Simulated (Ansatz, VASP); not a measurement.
Cu in VASP and in Ansatz

```
CELL_PARAMETERS angstrom
-1.44658 1.44658 1.27964
1.44658 -1.44658 1.27964
1.44658 1.44658 -1.27964
ATOMIC_POSITIONS crystal
Cu 0.00000 0.00000 0.00000
```

Alike in both runs: task single point; functional LDA; k mesh 24 × 24 × 24; occupations gaussian, width 0.15 eV; no spin polarisation.

|  | VASP | Ansatz |
| --- | --- | --- |
| version | VASP 6.6.1 | Ansatz 0.2.0 |
| potentials or method | VASP PAW LDA potentials, release 64 (Cu), cutoff 520 eV | scalar-relativistic, plane waves, PAW |
| valence electrons in the cell | 11 | 19 |

Ansatz gave:

- gap on the k mesh at the Fermi level (eV): none
- pressure (GPa): 4.3
- traceless stress, the component that is largest in VASP (GPa): 1.46

Which values does VASP return?

gap on the k mesh at the Fermi level (eV): none; pressure (GPa): 5.9; traceless stress, the component that is largest in VASP (GPa): 1.51.

Ansatz warns that its potentials were made for another functional, while VASP's fit it. LDA's correlation is that of Perdew and Zunger in VASP and of Perdew and Wang (1992) in Ansatz. A gap of «none» marks a metal or a gap that the smearing closes. VASP's potentials hold 11 valence electrons a cell and Ansatz's 19, so a difference there can come from the potentials and not from the codes.
